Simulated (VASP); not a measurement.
GaN: single point with PBE

GaN:

```
Ga N
1.0
     0.00000    2.24895    2.24895
     2.24895    0.00000    2.24895
     2.24895    2.24895    0.00000
Ga N
1 1
Direct
  0.00000 0.00000 0.00000
  0.25000 0.25000 0.25000
```

```
Program             : VASP 6.6.1
Task                : single point
Functional          : PBE
Potentials or basis : VASP PAW PBE potentials, release 64 (Ga_d, N)
Cutoff              : 520 eV
k mesh              : 6 × 6 × 6
Occupations         : gaussian, width 0.01 eV
Spin                : no spin polarisation
```

The pressure is 6.2 GPa. The band gap on the k mesh is 1.76 eV, direct.

Levels at points of the mesh, in eV from the valence-band top:
| k point | band 5 | band 6 | band 7 | band 8 | band 9 | band 10 | band 11 | band 12 | band 13 | band 14 |
| --- | --- | --- | --- | --- | --- | --- | --- | --- | --- | --- |
| (0.00, 0.00, 0.00) | -13.13 | -13.13 | 0.00 | 0.00 | 0.00 | 1.76 | 10.34 | 10.34 | 10.34 | 17.68 |
| (0.50, 0.00, 0.00) | -13.08 | -11.88 | -7.08 | -0.98 | -0.98 | 4.68 | 8.76 | 10.39 | 10.39 | 15.68 |
| (0.50, 0.50, 0.00) | -13.05 | -11.46 | -6.15 | -2.72 | -2.72 | 3.35 | 6.70 | 11.75 | 14.02 | 14.02 |

Wall time 8.5 s on 1 thread of Intel(R) Xeon(R) Platinum 8259CL CPU @ 2.50GHz (Skylake/Cascade Lake), on a shared host, peak memory 0.13 GiB.

A hybrid or GW would open this gap; PBE tends to underestimate it.
